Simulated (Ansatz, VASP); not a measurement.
This is a calculation of CuAu for VASP 6.6.1.

INCAR

```
SYSTEM = CuAu
PREC = Accurate ; ENCUT = 520
EDIFF = 1E-7 ; ISMEAR = -1
SIGMA = 0.05 ; LREAL = .FALSE.
LASPH = .TRUE. ; NELM = 60
ALGO = Fast ; ISIF = 2
LWAVE = .FALSE. ; LCHARG = .FALSE.
GGA = PS ; NBANDS = 18
```

Contents of KPOINTS:

```
regular mesh
0
G
  9 9 7
  0 0 0
```

File POSCAR:

```
CuAu
1.0
    2.8107494552      0.0000000000      0.0000000000
    0.0000000000      2.8107494552      0.0000000000
    0.0000000000      0.0000000000      3.6850000000
Au Cu
1 1
Direct
   -0.0070600000      0.0031540000     -0.0155730000
    0.4965640000      0.4897100000      0.4947630000
```

Potentials or basis: VASP PAW PBE potentials, release 64 (Au, Cu).

Command:

```console
$ cat potpaw_PBE.64/Au/POTCAR potpaw_PBE.64/Cu/POTCAR > POTCAR
$ mpirun -np 1 vasp_std > vasp.out
```

Set up the same calculation for Ansatz 0.2.0. Potentials there: all-electron LAPW, scalar-relativistic.

As run (the cutoff follows the program's own potentials):

File input.yaml:

```yaml
crystal:
  lattice:
    - [2.8107494552, 0.0, 0.0]
    - [0.0, 2.8107494552, 0.0]
    - [0.0, 0.0, 3.685]
  atoms:
    - { symbol: Au, position: [-0.00706, 0.003154, -0.015573] }
    - { symbol: Cu, position: [0.496564, 0.48971, 0.494763] }
kpoints:
  mp_grid: { grid: [9, 9, 7] }
scf:
  occupations: { method: fermi_dirac, width: 0.05 }
hamiltonian:
  xc: pbesol
  pseudopotentials: { kind: all_electron, lapw: { basis_error: 0.001 } }
output:
  forces: true
  stress: true
  eigenvalues: true
  populations: true
```

Potentials or basis: all-electron LAPW, scalar-relativistic.

Command:

```bash
$ ansatz run input.yaml --threads 1 --pin off --max-ram 3072MiB --backend cpu --events-out ev --progress --plain --runs-dir out
```

Both were run:

|  | VASP | Ansatz | Ansatz less VASP |
| --- | --- | --- | --- |
| gap on the k mesh at the Fermi level (eV) | none | none | - |
| pressure (GPa) | -3.7 | -3.8 | -0.04 |
| traceless stress, the component that is largest in VASP (GPa) | -0.16 | -0.16 | 0.000 |
| rms of the force components (eV/Å) | 0.160 | 0.159 | -0.0001 |

VASP's potentials were made for PBE, not for PBEsol. Atom by atom the forces differ by 0.000 eV/Å (rms over components). A gap of «none» marks a metal or a gap that the smearing closes. Ansatz ran all-electron here, and VASP with PAW potentials.

Neither program's run includes spin-orbit coupling.
